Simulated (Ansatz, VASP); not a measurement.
# One calculation of P, two programs

```
CELL_PARAMETERS angstrom
1.65660 -5.07278 0.00000
1.65660 5.07278 0.00000
0.00000 0.00000 4.09129
ATOMIC_POSITIONS crystal
P 0.89300 0.10700 0.06914
P 0.60700 0.39300 0.56914
P 0.10700 0.89300 0.93086
P 0.39300 0.60700 0.43086
```

Alike in both runs: functional LDA; k mesh 14 × 14 × 10; occupations fermi-dirac, width 0.15 eV; no spin polarisation.

Ansatz relaxed the structure, and its values are those at the end. VASP's run is a single point on that final structure, the one shown.

|  | VASP | Ansatz |
| --- | --- | --- |
| version | VASP 6.6.1 | Ansatz 0.2.0 |
| potentials or method | VASP PAW LDA potentials, release 64 (P), cutoff 520 eV | scalar-relativistic, plane waves, PAW |
| valence electrons in the cell | 20 | 20 |

```csv
,VASP,Ansatz,Ansatz less VASP
gap on the k mesh at the Fermi level (eV),none,none,-
pressure (GPa),-0.3,0.0,+0.28
rms of the force components (eV/Å),0.030,0.000,-0.0296
```

LDA's correlation is that of Perdew and Zunger in VASP and of Perdew and Wang (1992) in Ansatz. A gap of «none» marks a metal or a gap that the smearing closes.
